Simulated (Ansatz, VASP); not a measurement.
**WS2 in VASP and in Ansatz**

The input INCAR:

```
PREC = Accurate
ENCUT = 600
EDIFF = 1E-6
ISMEAR = -1
SIGMA = 0.05
LREAL = False
LASPH = True
NELM = 80
ALGO = Normal
ISIF = 3
LWAVE = False
LCHARG = False
IBRION = 2
NSW = 60
EDIFFG = -0.01
```

KPOINTS

```
regular mesh
0
Gamma
  7 7 1
```

File POSCAR:

```
WS2
1.0
    3.1829541699      0.0000000000      0.0000000000
   -1.5914770850      2.7565191702      0.0000000000
    0.0000000000      0.0000000000     28.5322178600
W S
3 6
Direct
    0.6666666667      0.3333333333      0.4343616800
    0.6666666667      0.3333333333      0.8855337800
    0.0000000000      0.0000000000      0.6592864300
    0.6666666667      0.3333333333      0.6046252100
    0.0000000000      0.0000000000      0.3797102500
    0.0000000000      0.0000000000      0.8308482800
    0.6666666667      0.3333333333      0.7139522100
    0.0000000000      0.0000000000      0.4890304200
    0.0000000000      0.0000000000      0.9401857300
```

Contents of input.yaml:

```yaml
crystal:
  lattice:
    - [3.1829541699, 0.0, 0.0]
    - [-1.591477085, 2.7565191702, 0.0]
    - [0.0, 0.0, 28.53221786]
  atoms:
    - { symbol: W, position: [0.6666666667, 0.3333333333, 0.43436168] }
    - { symbol: W, position: [0.6666666667, 0.3333333333, 0.88553378] }
    - { symbol: W, position: [0.0, 0.0, 0.65928643] }
    - { symbol: S, position: [0.6666666667, 0.3333333333, 0.60462521] }
    - { symbol: S, position: [0.0, 0.0, 0.37971025] }
    - { symbol: S, position: [0.0, 0.0, 0.83084828] }
    - { symbol: S, position: [0.6666666667, 0.3333333333, 0.71395221] }
    - { symbol: S, position: [0.0, 0.0, 0.48903042] }
    - { symbol: S, position: [0.0, 0.0, 0.94018573] }
hamiltonian:
  xc: lda
  pseudopotentials: { kind: paw }
kpoints:
  mp_grid: { grid: [7, 7, 1] }
scf:
  occupations: { method: fermi_dirac, width: 0.05 }
output:
  forces: true
  stress: true
  eigenvalues: true
relax:
  f_tol: 0.01
  max_steps: 40
  cell: { stress_tol: 0.05 }
```

Alike in both runs: task relaxation of cell and atoms; functional LDA; k mesh 7 × 7 × 1; occupations fermi-dirac, width 0.05 eV; no spin polarisation.

|  | VASP | Ansatz |
| --- | --- | --- |
| version | VASP 6.6.1 | Ansatz 0.2.0 |
| potentials or method | VASP PAW LDA potentials, release 64 (W_sv, S) | Ansatz PAW |
| plane-wave cutoff (eV) | 600 | 420 |
| valence electrons in the cell | 78 | 78 |

VASP gave:

```
gap on the k mesh at the Fermi level, each at its own relaxed structure (eV) : 1.22
relaxed volume (Å³/atom)                                                     : 25.53
relaxed cell length with the largest relative difference (Å)                 : 27.098
```

Task: What did Ansatz give for the same quantities?

Result: gap on the k mesh at the Fermi level, each at its own relaxed structure (eV): 1.20; relaxed volume (Å³/atom): 25.71; relaxed cell length with the largest relative difference (Å): 27.337.

LDA's correlation is that of Perdew and Zunger in VASP and of Perdew and Wang (1992) in Ansatz.

Neither program's run includes spin-orbit coupling. Noted on Ansatz's run: odd divisions of the mesh miss points on the zone boundary, where band edges often lie, so the gap on the mesh can be too wide; the plane-wave basis is chosen anew once the cell has moved, so the energies of steps on either side of that aren't comparable.
